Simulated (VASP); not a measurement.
A run of VASP 6.6.1 is set up as follows.

INCAR

```
SYSTEM = YPb3
ALGO = Fast
EDIFF = 1E-6
ENCUT = 520
GGA = PS
ISIF = 2
ISMEAR = 0
LASPH = .TRUE.
LCHARG = .FALSE.
LREAL = .FALSE.
LWAVE = .FALSE.
NBANDS = 34
NELM = 80
PREC = Accurate
SIGMA = 0.05
```

KPOINTS

```
k-points
0
G
  6 6 6
  0 0 0
```

The input POSCAR:

```
YPb3
1.0
    4.8386890651      0.0000000000      0.0000000000
    0.0000000000      4.8386890651      0.0000000000
    0.0000000000      0.0000000000      4.8386890651
Y Pb
1 3
Direct
    0.0000000000      0.0000000000      0.0000000000
    0.0000000000      0.5000000000      0.5000000000
    0.5000000000      0.5000000000      0.0000000000
    0.5000000000      0.0000000000      0.5000000000
```

Potentials or basis: VASP PAW PBE potentials, release 64 (Y_sv, Pb_d).

Command:

```bash
$ cat potpaw_PBE.64/Y_sv/POTCAR potpaw_PBE.64/Pb_d/POTCAR > POTCAR
$ mpirun -np 1 vasp_std > vasp.out
```

Q: Predict the pressure.

A: -1.3 GPa.

Caveat: the PAW data sets were made with another functional, which shifts forces and pressure a little.
